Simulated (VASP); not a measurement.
Write the native input for VASP 6.6.1 that does the following.

* Task: single point
* Functional: PBE
* Potentials or basis: VASP PAW PBE potentials, release 64 (Al, Sc_sv)
* Cutoff: 520 eV
* k mesh: 1 × 1 × 1, shifted
* Occupations: fermi-dirac, width 0.1275 eV
* Spin: no spin polarisation
* Dipole correction: no
* Further INCAR settings: LREAL = Auto; ALGO = Normal; EDIFF = 1e-07; NBANDS = 54; ISYM = 0

The structure of ScAl9 lies in POSCAR:

```
ScAl9
1.0
    7.4469130000     -0.0134000000     -0.0543370000
   -0.0134000000      6.6775230000     -0.0651690000
   -0.0543370000     -0.0651690000      7.1022430000
Al Sc
18 2
Direct
    0.4600465259      0.8844626444      0.5185905487
    0.4126470731      0.3601396987      0.4838136273
    0.5636752021      0.9725792022      0.1415357702
    0.4946408450      0.5737558327      0.1477632339
    0.4173270163      0.5964515995      0.8289845127
    0.7533040723      0.2526955207      0.2329309484
    0.6718874426     -0.1101197869      0.7916693292
    1.1886292814      0.7586800938      0.1101005657
    1.0646043670      0.4612331740      0.3746172177
    1.2004866854      0.3081241553      0.0744619676
    0.1942701633      0.1113763615      0.3863953041
    0.6532529716      0.2934704515      0.8743129435
    0.9513274623      0.0083233241      0.0049931695
    0.8565692560      0.5829099819      0.0027740623
    1.0295891813      0.3366179310      0.7280375849
    0.6874618091      0.5622907826      0.5779227126
    0.8262362430      0.8170254170      0.3131619023
    0.7382790588      0.1197234382      0.5558942613
    1.0004994820      0.7808635376      0.6523736566
    0.3264185135      0.0699202646      0.8429493663
```

These files were run (other wordings do the same):

INCAR

```
SYSTEM = ScAl9
PREC = Accurate
ENCUT = 520
EDIFF = 1E-7
ISMEAR = -1
SIGMA = 0.1275
LREAL = Auto
LASPH = .TRUE.
NELM = 80
ALGO = Normal
ISIF = 2
LWAVE = .FALSE.
LCHARG = .FALSE.
GGA = PE
NBANDS = 54
ISYM = 0
```

KPOINTS

```
Automatic mesh
0
Gamma
  1 1 1
  0.25 0.25 0.25
```

Potentials or basis: VASP PAW PBE potentials, release 64 (Al, Sc_sv).

The run is started by

```bash
$ cat potpaw_PBE.64/Al/POTCAR potpaw_PBE.64/Sc_sv/POTCAR > POTCAR
$ mpirun -np 1 vasp_std > vasp.out
```

It gave:

The pressure is 6.3 GPa, the largest force is 2.907 eV/Å and the band gap on the k mesh is 0.19 eV.

Caveat: the k points lie up to 0.94 Å⁻¹ apart.

Wall time 56 s on 1 thread of AMD EPYC 7R43 64-Core Processor (Zen 3) (shared host), peak memory 0.31 GiB.
